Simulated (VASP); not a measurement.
Set up this calculation in VASP 6.6.1, as the native input.

| Property | Result |
| --- | --- |
| Task | electric field gradients |
| Functional | LDA |
| Potentials or basis | VASP PAW LDA potentials, release 64 (Ag) |
| Cutoff | 520 eV |
| k mesh | 15 × 15 × 15 |
| Occupations | fermi-dirac, width 0.05 eV |
| Spin | no spin polarisation |
| Dipole correction | no |
| Further INCAR settings | ALGO = Normal; EDIFF = 1e-08; NBANDS = 12 |

The structure of Ag lies in POSCAR:

```
Ag
1.0
    0.0000000000      2.0226690000      2.0431000000
    2.0226690000      0.0000000000      2.0431000000
    2.0226690000      2.0226690000      0.0000000000
Ag
1
Direct
    0.0000000000      0.0000000000      0.0000000000
```

This cell differs from its parent crystal: equal xx and yy strain of -1 %.

These files were run (other wordings do the same):

INCAR

```
PREC = Accurate
ENCUT = 520
EDIFF = 1E-8
ISMEAR = -1
SIGMA = 0.05
LREAL = F
LASPH = T
NELM = 80
ALGO = Normal
ISIF = 2
LWAVE = F
LCHARG = F
LEFG = T
NBANDS = 12
```

KPOINTS

```
regular mesh
0
Gamma
  15 15 15
```

Potentials or basis: VASP PAW LDA potentials, release 64 (Ag).

Launch:

```console
$ cat potpaw_LDA.64/Ag/POTCAR > POTCAR
$ mpirun -np 1 vasp_std > vasp.out
```

Results of the run:

```yaml
Pressure: -5.3 GPa
```

Caveat: the cell differs from its parent crystal (equal xx and yy strain of -1 %); without QUAD_EFG the Cq values of the log hold for a quadrupole moment of 1 mb, not for the nuclei.

It took 33 s on 1 thread of AMD EPYC 9R14 (Zen 4) (shared host), peak memory 0.14 GiB.
